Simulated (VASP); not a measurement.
# SiC8 in VASP: single point with PBE+D3(BJ)

Aim: the single point of SiC8 with PBE+D3(BJ).

All numbers are computed with VASP 6.6.1; they aren't measurements. Logs are shortened: lines on timing, memory, paths and dates and some standing lists are left out, and cuts for length are marked.

## 1. The cell of the first run

The cell holds a slab with vacuum, 9 atoms: a = 4.931 Å, b = 4.931 Å, c = 17.400 Å, α = 90.00°, β = 90.00°, γ = 120.00°.

## 2. Single point, PBE+D3(BJ), collinear spin

INCAR

```
SYSTEM = SiC8
PREC = Accurate
ENCUT = 520
EDIFF = 1E-7
ISMEAR = 0
SIGMA = 0.1
LREAL = .FALSE.
LASPH = .TRUE.
NELM = 150
ALGO = Fast
ISIF = 2
LWAVE = .FALSE.
LCHARG = .FALSE.
ISPIN = 2
MAGMOM = 0 0 0 0 0 0 0 0 2
LORBIT = 11
LDIPOL = .TRUE.
IDIPOL = 3
DIPOL = 0.5 0.5 0.250
GGA = PE
IVDW = 12
NBANDS = 32
```

KPOINTS

```
Automatic mesh
0
G
  6 6 1
  0 0 0
```

POSCAR

```
SiC8
1.0
    4.9313048819      0.0000000000      0.0000000000
   -2.4656524409      4.2706353015      0.0000000000
    0.0000000000      0.0000000000     17.4000331942
C Si
8 1
Direct
    0.3333333333      0.1666666667      0.2298865266
    0.3333333333      0.6666666667      0.2298865266
    0.8333333333      0.1666666667      0.2298865266
    0.8333333333      0.6666666667      0.2298865266
    0.1666666667      0.3333333333      0.2298846189
    0.1666666667      0.8333333333      0.2298846189
    0.6666666667      0.3333333333      0.2298846189
    0.6666666667      0.8333333333      0.2298846189
    0.5000000000      0.5000000000      0.4080471063
```

Potentials or basis: VASP PAW PBE potentials, release 64 (C, Si).

On the command line:

```console
$ cat potpaw_PBE.64/C/POTCAR potpaw_PBE.64/Si/POTCAR > POTCAR
$ mpirun -np 1 vasp_std > vasp.out
```

OUTCAR:

```text
SYSTEM = SiC8
   PREC = Accurate
   ENCUT = 520
   EDIFF = 1E-7
   ISMEAR = 0
   LREAL = .FALSE.
   LASPH = .TRUE.
   NELM = 150
   ISIF = 2
   ISPIN = 2
   LORBIT = 11
   GGA = PE
   IVDW = 12
 IVDW          = 12

 ion  position               nearest neighbor table
   1  0.333  0.167  0.230-   5 1.42   6 1.42   7 1.42
   2  0.333  0.667  0.230-   6 1.42   5 1.42   8 1.42
   3  0.833  0.167  0.230-   7 1.42   8 1.42   5 1.42
   4  0.833  0.667  0.230-   8 1.42   7 1.42   6 1.42
   5  0.167  0.333  0.230-   1 1.42   2 1.42   3 1.42
   6  0.167  0.833  0.230-   2 1.42   1 1.42   4 1.42
   7  0.667  0.333  0.230-   3 1.42   4 1.42   1 1.42
   8  0.667  0.833  0.230-   4 1.42   3 1.42   2 1.42
   9  0.500  0.500  0.408-

  LATTYP: Found a hexagonal cell.
 ALAT       =     4.9313048819
 C/A-ratio  =     3.5284845717

  Lattice vectors:

 A1 = (   4.9313048819,   0.0000000000,   0.0000000000)
 A2 = (  -2.4656524409,   4.2706353015,   0.0000000000)
 A3 = (   0.0000000000,   0.0000000000,  17.4000331942)

Analysis of symmetry for initial positions (statically):
=====================================================================
 Subroutine PRICEL returns:
 Original cell was already a primitive cell.

 Routine SETGRP: Setting up the symmetry group for a
 hexagonal supercell.

 Subroutine GETGRP returns: Found 12 space group operations
 (whereof  4 operations were pure point group operations)
 out of a pool of 24 trial point group operations.

The static configuration has the point symmetry C_2v.
 The point group associated with its full space group is C_6v.

Analysis of symmetry for dynamics (positions and initial velocities):
=====================================================================
 Subroutine PRICEL returns:
 Original cell was already a primitive cell.

 Routine SETGRP: Setting up the symmetry group for a
 hexagonal supercell.

 Subroutine GETGRP returns: Found 12 space group operations
 (whereof  4 operations were pure point group operations)
 out of a pool of 24 trial point group operations.

The dynamic configuration has the point symmetry C_2v.
 The point group associated with its full space group is C_6v.

Analysis of structural, dynamic, and magnetic symmetry:
=====================================================================
 Subroutine PRICEL returns:
 Original cell was already a primitive cell.

 Routine SETGRP: Setting up the symmetry group for a
 hexagonal supercell.

 Subroutine GETGRP returns: Found 12 space group operations
 (whereof  4 operations were pure point group operations)
 out of a pool of 24 trial point group operations.

The overall configuration has the point symmetry C_2v.
 The point group associated with its full space group is C_6v.

 Subroutine INISYM returns: Found 12 space group operations
 (whereof  4 operations are pure point group operations),
 and found     1 'primitive' translations

----------------------------------------------------------------------------------------

                                     Primitive cell

  volume of cell :     366.4413

  direct lattice vectors                    reciprocal lattice vectors
     4.931304882  0.000000000  0.000000000     0.202786083  0.117078599  0.000000000
    -2.465652441  4.270635301  0.000000000     0.000000000  0.234157199  0.000000000
     0.000000000  0.000000000 17.400033194     0.000000000  0.000000000  0.057471155

  length of vectors
     4.931304882  4.931304882 17.400033194     0.234157199  0.234157199  0.057471155

  position of ions in fractional coordinates (direct lattice)
     0.333333333  0.166666667  0.229886527
     0.333333333  0.666666667  0.229886527
     0.833333333  0.166666667  0.229886527
     0.833333333  0.666666667  0.229886527
     0.166666667  0.333333333  0.229884619
     0.166666667  0.833333333  0.229884619
     0.666666667  0.333333333  0.229884619
     0.666666667  0.833333333  0.229884619
     0.500000000  0.500000000  0.408047106

  ion indices of the primitive-cell ions
[... 57 lines left out ...]
   ICHARG =      2    charge: 1-file 2-atom 10-const
   ISPIN  =      2    spin polarized calculation?
   LNONCOLLINEAR =      F non collinear calculations
   LSORBIT =      F    spin-orbit coupling
   LASPH  =      T    aspherical Exc in radial PAW
   ENCUT  =  520.0 eV  38.22 Ry    6.18 a.u.   9.17  9.17 32.35*2*pi/ulx,y,z
   NELM   =    150;   NELMIN=  2; NELMDL= -5     # of ELM steps
   EDIFF  = 0.1E-06   stopping-criterion for ELM
   LREAL  =      F    real-space projection
   EDIFFG = 0.1E-05   stopping-criterion for IOM
   NSW    =      0    number of steps for IOM
   IBRION =     -1    ionic relax: 0-MD 1-quasi-New 2-CG
   NFREE  =      0    steps in history (QN), initial steepest desc. (CG)
   ISIF   =      2    stress and relaxation
   ISYM   =      2    0-nonsym 1-usesym 2-fastsym
   POTIM  = 0.5000    time-step for ionic-motion
   TEBEG  =    0.0;   TEEND  =   0.0 temperature during run
   PSTRESS=    0.0 pullay stress
   NELECT =      36.0000    total number of electrons
   NUPDOWN=      -1.0000    fix difference up-down
   EMIN   =  10.00;   EMAX   =-10.00  energy-range for DOS
   EFERMI =   0.00;   METHOD = LEGACY
   ISMEAR =     0;   SIGMA  =   0.10  broadening in eV -4-tet -1-fermi 0-gaus
   EFERMI_NEDOS =   21; number of points for ismear=-14 and -15
   IALGO  =     68    algorithm
   IMIX   =      4    mixing-type and parameters
     AMIX     =   0.40;   BMIX     =  1.00
     AMIX_MAG =   1.60;   BMIX_MAG =  1.00
  volume/ion in A,a.u.               =      40.72       274.76
  Fermi-wavevector in a.u.,A,eV,Ry     =   0.755395  1.427490  7.763781  0.570622
  Thomas-Fermi vector in A             =   1.853280
   LORBIT       =     11    0 simple, 1 ext, 2 COOP (PROOUT), +10 PAW based schemes
   GGA     = PE    functional components
   LHFCALC =     F    Hartree Fock is set to
   AEXX    =    0.0000 exact exchange contribution
   IVDW    =    12    specifies the selected vdW correction
   LEPSILON=     F    determine dielectric tensor
   LRPA    =     F    only Hartree local field effects (RPA)
 spin polarized calculation
 RMM-DIIS sequential band-by-band and
 Gauss-broadening in eV      SIGMA  =   0.10
  energy-cutoff  :      520.00
  volume of cell :      366.44
 maximum number of plane-waves:      9900
 NGX is ok and might be reduce to    40
   NGX = 19   NGY = 19   NGZ = 65

 dipolmoment           0.000000      0.000000     -0.007054 electrons x Angstroem

 number of electron      35.9999997 magnetization       1.8992080

 dipolmoment           0.000000      0.000000      0.027825 electrons x Angstroem

 Free energy of the ion-electron system (eV)
  ---------------------------------------------------
  ext. energy  EPLUGINS =         0.00000000
  ---------------------------------------------------
  free energy    TOTEN  =       -74.89376677 eV

  energy without entropy =      -74.86467589  energy(sigma->0) =      -74.87922133

 E-fermi :  -1.9337     XC(G=0):  -3.4557

 val. band max:       -1.9357016160   @ k =   0.1667  -0.0000   0.0000
 cond. band min:      -1.9172755199   @ k =   0.3333   0.1667   0.0000
 fundamental gap:      0.0184260961
 Fermi energy:        -1.9337178864

 spin component 1

 k-point     1 :       0.0000    0.0000    0.0000
  band No.  band energies     occupation
      1     -21.5235      1.00000
      2     -16.2888      1.00000
      3     -16.2888      1.00000
      4     -16.2542      1.00000
      5     -15.2516      1.00000
      6     -15.2301      1.00000
[... 220 lines left out ...]
     29       4.3725      0.00000
     30       7.9997      0.00000
 Fermi energy:        -1.9337178864

 spin component 2

 k-point     1 :       0.0000    0.0000    0.0000
  band No.  band energies     occupation
      1     -21.5205      1.00000
      2     -16.2885      1.00000
      3     -16.2885      1.00000
      4     -16.2460      1.00000
      5     -15.2454      1.00000
      6     -15.2285      1.00000
[... 220 lines left out ...]
     29       4.6779      0.00000
     30       7.9850      0.00000
 [bands above 30 left out]

------------------------ aborting loop because EDIFF is reached ----------------------------------------

 vacuum level on the upper side and lower side of the slab       (xc-potential included)        -0.047        -0.241

 Edisp (eV)   -1.00149

 E8    (eV) :    -0.3262

  FORCE on cell =-STRESS in cart. coord.  units (eV):
  Direction    XX          YY          ZZ          XY          YZ          ZX
  --------------------------------------------------------------------------------------
  -------------------------------------------------------------------------------------
  Total      -0.23708    -0.23708    -0.17133    -0.00000     0.00000     0.00000
  in kB      -1.03658    -1.03658    -0.74911    -0.00000     0.00000     0.00000
  external pressure =       -0.94 kB  Pullay stress =        0.00 kB

 VOLUME and BASIS-vectors are now :
 -----------------------------------------------------------------------------
  energy-cutoff  :      520.00
  volume of cell :      366.44
      direct lattice vectors                 reciprocal lattice vectors
     4.931304882  0.000000000  0.000000000     0.202786083  0.117078599  0.000000000
    -2.465652441  4.270635301  0.000000000     0.000000000  0.234157199  0.000000000
     0.000000000  0.000000000 17.400033194     0.000000000  0.000000000  0.057471155

 POSITION                                       TOTAL-FORCE (eV/Angst)
 -----------------------------------------------------------------------------------
      1.23283      0.71177      4.00003        -0.000000     -0.090003      0.027262
     -0.00000      2.84709      4.00003        -0.077945      0.045002      0.027262
      3.69848      0.71177      4.00003         0.000000     -0.000000     -0.062737
      2.46565      2.84709      4.00003         0.077945      0.045002      0.027262
      0.00000      1.42355      4.00000        -0.077945     -0.045002      0.027262
     -1.23283      3.55886      4.00000         0.000000     -0.000000     -0.062737
      2.46565      1.42355      4.00000         0.077945     -0.045002      0.027262
      1.23283      3.55886      4.00000         0.000000      0.090003      0.027262
      1.23283      2.13532      7.10003         0.000000      0.000000     -0.038100
 -----------------------------------------------------------------------------------
    total drift:                                0.000000      0.000000      0.000118

  FREE ENERGIE OF THE ION-ELECTRON SYSTEM (eV)
  ---------------------------------------------------
  free  energy   TOTEN  =       -75.8952524803 eV

  energy  without entropy=      -75.8661616098  energy(sigma->0) =      -75.88070705

 vacuum level on the upper side and lower side of the slab         2.253         2.099

 total charge

# of ion       s       p       d       tot
------------------------------------------
    1        0.863   1.785   0.000   2.649
    2        0.863   1.785   0.000   2.649
    3        0.862   1.789   0.000   2.651
    4        0.863   1.785   0.000   2.649
    5        0.863   1.785   0.000   2.649
    6        0.862   1.789   0.000   2.651
    7        0.863   1.785   0.000   2.649
    8        0.863   1.785   0.000   2.649
    9        0.955   0.547   0.000   1.501
--------------------------------------------------
tot          7.859  14.837   0.000  22.696

 magnetization (x)

# of ion       s       p       d       tot
------------------------------------------
    1        0.001  -0.001   0.000  -0.000
    2        0.001  -0.001   0.000  -0.000
    3        0.000   0.004   0.000   0.005
    4        0.001  -0.001   0.000  -0.000
    5        0.001  -0.001   0.000  -0.000
    6        0.000   0.004   0.000   0.005
    7        0.001  -0.001   0.000  -0.000
    8        0.001  -0.001   0.000  -0.000
    9        0.007   0.532   0.000   0.539
--------------------------------------------------
tot          0.011   0.537   0.000   0.548
```

It took 5.7 min on 1 thread of Oxide Virtual Turin-like, shared host; peak memory 0.67 GiB.

Results:

```
Free energy                                           : -75.8953 eV
Largest force                                         : 0.094 eV/Å
Net moment                                            : 1.90 μB per cell
Site moments                                          : C -0.00, +0.01 (each value once); Si +0.54 μB
Valence electrons inside the program's atomic spheres : C 2.65; Si 1.50
Dispersion energy per atom                            : -0.111 eV
```

Forces on the atoms (eV/Å):
```
C    0.000 -0.090  0.027
C   -0.078  0.045  0.027
C    0.000  0.000 -0.063
C    0.078  0.045  0.027
C   -0.078 -0.045  0.027
C    0.000  0.000 -0.063
C    0.078 -0.045  0.027
C    0.000  0.090  0.027
Si   0.000  0.000 -0.038
```

Caveat: a moment this small can come from the mesh or the smearing.
